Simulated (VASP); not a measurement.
# BiMo (F-43m) in VASP: single point with PBEsol

Aim: the single point of BiMo with PBEsol.

Program: VASP 6.6.1. These are calculated values, not measurements. Logs are shortened: lines on timing, memory, paths and dates and some standing lists are left out, and cuts for length are marked.

## 1. The cell of the first run

Symmetry: F-43m, No. 216, cubic system. Conventional cell: a = 6.220 Å, b = 6.220 Å, c = 6.220 Å, α = 90.00°, β = 90.00°, γ = 90.00°. Within 3.6 Å of Mo (site symmetry -43m) lie 4 Bi at 2.69 Å. Bi (site symmetry -43m) has 4 Mo at 2.69 Å within 3.6 Å.

## 2. Single point, PBEsol

The input, POSCAR:

```
BiMo
1.0
    0.0000000000      3.1100089294      3.1100089294
    3.1100089294      0.0000000000      3.1100089294
    3.1100089294      3.1100089294      0.0000000000
Mo Bi
1 1
Direct
    0.0000000000      0.0000000000      0.0000000000
    0.2500000000      0.2500000000      0.2500000000
```

The input, INCAR.step1:

```
SYSTEM = BiMo
ALGO = Fast
EDIFF = 1E-6
ENCUT = 520
GGA = PS
ISIF = 2
ISMEAR = 0
LASPH = .TRUE.
LCHARG = .TRUE.
LMAXMIX = 4
LREAL = .FALSE.
LWAVE = .FALSE.
NBANDS = 22
NELM = 80
PREC = Accurate
SIGMA = 0.05
```

The input, KPOINTS.step1:

```
k-points
0
G
  10 10 10
  0 0 0
```

The input, INCAR.step2:

```
SYSTEM = BiMo
ALGO = Fast
EDIFF = 1E-6
ENCUT = 520
GGA = PS
ICHARG = 11
ISIF = 2
ISMEAR = -5
LASPH = .TRUE.
LCHARG = .FALSE.
LMAXMIX = 4
LORBIT = 11
LREAL = .FALSE.
LWAVE = .FALSE.
NBANDS = 22
NEDOS = 2001
NELM = 80
PREC = Accurate
SIGMA = 0.05
```

The input, KPOINTS.step2:

```
k-points
0
G
  15 15 15
  0 0 0
```

Potentials or basis: VASP PAW PBE potentials, release 64 (Mo_sv, Bi_d).

Command:

```sh
$ cat potpaw_PBE.64/Mo_sv/POTCAR potpaw_PBE.64/Bi_d/POTCAR > POTCAR
$ cp INCAR.step1 INCAR
$ cp KPOINTS.step1 KPOINTS
$ mpirun -np 1 vasp_std > vasp.out
$ cp INCAR.step2 INCAR
$ cp KPOINTS.step2 KPOINTS
$ mpirun -np 1 vasp_std > vasp.out
```

OUTCAR:

```text
SYSTEM = BiMo
   EDIFF = 1E-6
   ENCUT = 520
   GGA = PS
   ICHARG = 11
   ISIF = 2
   ISMEAR = -5
   LASPH = .TRUE.
   LORBIT = 11
   LREAL = .FALSE.
   NELM = 80
   PREC = Accurate

 ion  position               nearest neighbor table
   1  0.000  0.000  0.000-   2 2.69   2 2.69   2 2.69   2 2.69
   2  0.250  0.250  0.250-   1 2.69   1 2.69   1 2.69   1 2.69

  LATTYP: Found a face centered cubic cell.
 ALAT       =     6.2200178588

  Lattice vectors:

 A1 = (   0.0000000000,   3.1100089294,   3.1100089294)
 A2 = (   3.1100089294,   0.0000000000,   3.1100089294)
 A3 = (   3.1100089294,   3.1100089294,   0.0000000000)

Analysis of symmetry for initial positions (statically):
=====================================================================
 Subroutine PRICEL returns:
 Original cell was already a primitive cell.

 Routine SETGRP: Setting up the symmetry group for a
 face centered cubic supercell.

 Subroutine GETGRP returns: Found 24 space group operations
 (whereof 24 operations were pure point group operations)
 out of a pool of 48 trial point group operations.

The static configuration has the point symmetry T_d .

Analysis of symmetry for dynamics (positions and initial velocities):
=====================================================================
 Subroutine PRICEL returns:
 Original cell was already a primitive cell.

 Routine SETGRP: Setting up the symmetry group for a
 face centered cubic supercell.

 Subroutine GETGRP returns: Found 24 space group operations
 (whereof 24 operations were pure point group operations)
 out of a pool of 48 trial point group operations.

The dynamic configuration has the point symmetry T_d .

 Subroutine INISYM returns: Found 24 space group operations
 (whereof 24 operations are pure point group operations),
 and found     1 'primitive' translations

----------------------------------------------------------------------------------------

                                     Primitive cell

  volume of cell :      60.1610

  direct lattice vectors                    reciprocal lattice vectors
     0.000000000  3.110008929  3.110008929    -0.160771243  0.160771243  0.160771243
     3.110008929  0.000000000  3.110008929     0.160771243 -0.160771243  0.160771243
     3.110008929  3.110008929  0.000000000     0.160771243  0.160771243 -0.160771243

  length of vectors
     4.398216807  4.398216807  4.398216807     0.278463961  0.278463961  0.278463961

  position of ions in fractional coordinates (direct lattice)
     0.000000000  0.000000000  0.000000000
     0.250000000  0.250000000  0.250000000

  ion indices of the primitive-cell ions
   primitive index   ion index
                 1           1
                 2           2

----------------------------------------------------------------------------------------

 KPOINTS: k-points

Automatic generation of k-mesh.
 Grid dimensions read from file:
 generate k-points for:   15   15   15

 Generating k-lattice:

  Cartesian coordinates                     Fractional coordinates (reciprocal lattice)
    -0.010718083  0.010718083  0.010718083     0.066666667  0.000000000  0.000000000
     0.010718083 -0.010718083  0.010718083     0.000000000  0.066666667  0.000000000
     0.010718083  0.010718083 -0.010718083     0.000000000  0.000000000  0.066666667

  Length of vectors
     0.018564264  0.018564264  0.018564264

  Shift w.r.t. Gamma in fractional coordinates (k-lattice)
     0.000000000  0.000000000  0.000000000

 TETIRR: Found    484 inequivalent tetrahedra from    20250

 Subroutine IBZKPT returns following result:
 ===========================================

 Found    120 irreducible k-points:

 Following reciprocal coordinates:
            Coordinates               Weight
  0.000000  0.000000  0.000000      1.000000
  0.066667  0.000000  0.000000      8.000000
  0.133333  0.000000  0.000000      8.000000
  0.200000  0.000000  0.000000      8.000000
  0.266667  0.000000  0.000000      8.000000
  0.333333  0.000000  0.000000      8.000000
[... 16 lines left out ...]
  0.133333  0.133333  0.000000      6.000000
  0.200000  0.133333  0.000000     24.000000
 [... further k-points ...]
   k-points           NKPTS =    120   k-points in BZ     NKDIM =    120   number of bands    NBANDS=     22
   number of dos      NEDOS =   2001   number of ions     NIONS =      2
   total plane-waves  NPLWV =  46656
   dimension x,y,z NGX =    36 NGY =   36 NGZ =   36
   dimension x,y,z NGXF=    72 NGYF=   72 NGZF=   72
   ions per type =               1   1
   NGX,Y,Z   is equivalent  to a cutoff of  13.61, 13.61, 13.61 a.u.
   NGXF,Y,Z  is equivalent  to a cutoff of  27.21, 27.21, 27.21 a.u.
 SYSTEM =  BiMo
   PREC   = accura    normal or accurate (medium, high low for compatibility)
   ISTART =      0    job   : 0-new  1-cont  2-samecut
   ICHARG =     11    charge: 1-file 2-atom 10-const
   ISPIN  =      1    spin polarized calculation?
   LNONCOLLINEAR =      F non collinear calculations
   LSORBIT =      F    spin-orbit coupling
   LASPH  =      T    aspherical Exc in radial PAW
   ENCUT  =  520.0 eV  38.22 Ry    6.18 a.u.   8.18  8.18  8.18*2*pi/ulx,y,z
   NELM   =     80;   NELMIN=  2; NELMDL=  0     # of ELM steps
   EDIFF  = 0.1E-05   stopping-criterion for ELM
   LREAL  =      F    real-space projection
   EDIFFG = 0.1E-04   stopping-criterion for IOM
   NSW    =      0    number of steps for IOM
   IBRION =     -1    ionic relax: 0-MD 1-quasi-New 2-CG
   NFREE  =      0    steps in history (QN), initial steepest desc. (CG)
   ISIF   =      2    stress and relaxation
   ISYM   =      2    0-nonsym 1-usesym 2-fastsym
   POTIM  = 0.5000    time-step for ionic-motion
   TEBEG  =    0.0;   TEEND  =   0.0 temperature during run
   PSTRESS=    0.0 pullay stress
   NELECT =      29.0000    total number of electrons
   NUPDOWN=      -1.0000    fix difference up-down
   EMIN   =  10.00;   EMAX   =-10.00  energy-range for DOS
   EFERMI =   0.00;   METHOD = LEGACY
   ISMEAR =    -5;   SIGMA  =   0.05  broadening in eV -4-tet -1-fermi 0-gaus
   EFERMI_NEDOS =   21; number of points for ismear=-14 and -15
   IALGO  =     68    algorithm
   IMIX   =      4    mixing-type and parameters
     AMIX     =   0.40;   BMIX     =  1.00
     AMIX_MAG =   1.60;   BMIX_MAG =  1.00
  volume/ion in A,a.u.               =      30.08       202.99
  Fermi-wavevector in a.u.,A,eV,Ry     =   1.283618  2.425687 22.417988  1.647676
  Thomas-Fermi vector in A             =   2.415860
   LORBIT       =     11    0 simple, 1 ext, 2 COOP (PROOUT), +10 PAW based schemes
   GGA     = PS    functional components
   LHFCALC =     F    Hartree Fock is set to
   AEXX    =    0.0000 exact exchange contribution
   IVDW    =     0    specifies the selected vdW correction
   LEPSILON=     F    determine dielectric tensor
   LRPA    =     F    only Hartree local field effects (RPA)
 non-spin polarized calculation
 RMM-DIIS sequential band-by-band and
 Fermi weights with tetrahedron method with Bloechl corrections
  energy-cutoff  :      520.00
  volume of cell :       60.16
 maximum number of plane-waves:      1639
 NGX is ok and might be reduce to    36

 number of electron      28.9999996 magnetization

 Free energy of the ion-electron system (eV)
  ---------------------------------------------------
  ext. energy  EPLUGINS =         0.00000000
  ---------------------------------------------------
  free energy    TOTEN  =       -12.46358052 eV

  energy without entropy =      -12.46358052  energy(sigma->0) =      -12.46358052

 E-fermi :   5.8499     XC(G=0):  -9.9922

 val. band max:        5.8591897074   @ k =  -0.4667   0.0667   0.0000
 cond. band min:       5.8469047051   @ k =  -0.4000   0.4667   0.1333
 fundamental gap:     -0.0122850023
 Fermi energy:         5.8498600020

 k-point     1 :       0.0000    0.0000    0.0000
  band No.  band energies     occupation
      1     -54.6556      2.00000
      2     -28.8297      2.00000
      3     -28.8297      2.00000
      4     -28.8297      2.00000
      5     -16.2830      2.00000
      6     -16.2830      2.00000
[... 14 lines left out ...]
     21      12.9781      0.00000
     22      12.9781      0.00000

 k-point     2 :       0.0667    0.0000    0.0000
  band No.  band energies     occupation
      1     -54.6555      2.00000
      2     -28.8300      2.00000
      3     -28.8297      2.00000
      4     -28.8297      2.00000
      5     -16.2842      2.00000
      6     -16.2834      2.00000
[... 14 lines left out ...]
     21      13.0941      0.00000
     22      13.0941      0.00000

 k-point     3 :       0.1333    0.0000    0.0000
  band No.  band energies     occupation
      1     -54.6554      2.00000
      2     -28.8310      2.00000
      3     -28.8297      2.00000
      4     -28.8297      2.00000
      5     -16.2876      2.00000
      6     -16.2844      2.00000
[... 14 lines left out ...]
     21      13.3670      0.00000
     22      13.3670      0.00000

 k-point     4 :       0.2000    0.0000    0.0000
  band No.  band energies     occupation
      1     -54.6554      2.00000
      2     -28.8324      2.00000
      3     -28.8297      2.00000
      4     -28.8297      2.00000
      5     -16.2928      2.00000
      6     -16.2857      2.00000
[... 14 lines left out ...]
     21      13.6791      0.00000
     22      13.6791      0.00000

 k-point     5 :       0.2667    0.0000    0.0000
  band No.  band energies     occupation
      1     -54.6553      2.00000
      2     -28.8341      2.00000
      3     -28.8297      2.00000
      4     -28.8297      2.00000
      5     -16.2987      2.00000
      6     -16.2867      2.00000
[... 417 lines left out ...]
 k-point    22 :      -0.0667    0.0667    0.0000
  band No.  band energies     occupation
      1     -54.6555      2.00000
      2     -28.8306      2.00000
      3     -28.8297      2.00000
      4     -28.8297      2.00000
      5     -16.2863      2.00000
      6     -16.2843      2.00000
[... 14 lines left out ...]
     21      13.1186      0.00000
     22      13.3696      0.00000

 k-point    23 :       0.1333    0.1333    0.0000
  band No.  band energies     occupation
      1     -54.6554      2.00000
      2     -28.8313      2.00000
      3     -28.8297      2.00000
      4     -28.8297      2.00000
      5     -16.2907      2.00000
      6     -16.2840      2.00000
[... 14 lines left out ...]
     21      13.8781      0.00000
     22      13.8781      0.00000

 k-point    24 :       0.2000    0.1333    0.0000
  band No.  band energies     occupation
      1     -54.6554      2.00000
      2     -28.8323      2.00000
      3     -28.8298      2.00000
      4     -28.8298      2.00000
      5     -16.2943      2.00000
      6     -16.2853      2.00000
[... 14 lines left out ...]
     21      13.8857      0.00000
     22      14.2030      0.00000

 [... further k-points ...]
[... 5 lines left out ...]
  --------------------------------------------------------------------------------------
  -------------------------------------------------------------------------------------
  Total        0.0201909      0.0201909      0.0201909     -0.0000000     -0.0000000      0.0000000
  in kB        0.5377147      0.5377147      0.5377147     -0.0000000     -0.0000000      0.0000000
  external PRESSURE =       0.5377147 kB  Pullay stress =       0.0000000 kB

 VOLUME and BASIS-vectors are now :
 -----------------------------------------------------------------------------
  energy-cutoff  :      520.00
  volume of cell :       60.16
      direct lattice vectors                 reciprocal lattice vectors
     0.000000000  3.110008929  3.110008929    -0.160771243  0.160771243  0.160771243
     3.110008929  0.000000000  3.110008929     0.160771243 -0.160771243  0.160771243
     3.110008929  3.110008929  0.000000000     0.160771243  0.160771243 -0.160771243

 POSITION                                       TOTAL-FORCE (eV/Angst)
 -----------------------------------------------------------------------------------
      0.00000      0.00000      0.00000         0.000000      0.000000      0.000000
      1.55500      1.55500      1.55500        -0.000000     -0.000000     -0.000000
 -----------------------------------------------------------------------------------
    total drift:                                0.000000      0.000000      0.000000

  FREE ENERGIE OF THE ION-ELECTRON SYSTEM (eV)
  ---------------------------------------------------
  free  energy   TOTEN  =       -12.4635805186 eV

  energy  without entropy=      -12.4635805186  energy(sigma->0) =      -12.46358052

 total charge

# of ion       s       p       d       tot
------------------------------------------
    1        2.261   6.060   4.050  12.371
    2        1.428   1.695   9.958  13.081
--------------------------------------------------
tot          3.689   7.755  14.008  25.452
```

Wall time 78 s (1 thread of Intel Xeon 6975P-C (Granite Rapids), shared host); peak memory 0.3 GiB.

Results:

- Valence electrons inside the program's atomic spheres: Mo 12.37; Bi 13.08

Caveat: the PAW data sets were made with another functional, which shifts forces and pressure a little; spin-orbit coupling is left out, which moves the levels of the heavy elements; tetrahedron occupations give inexact forces and stress in metals.
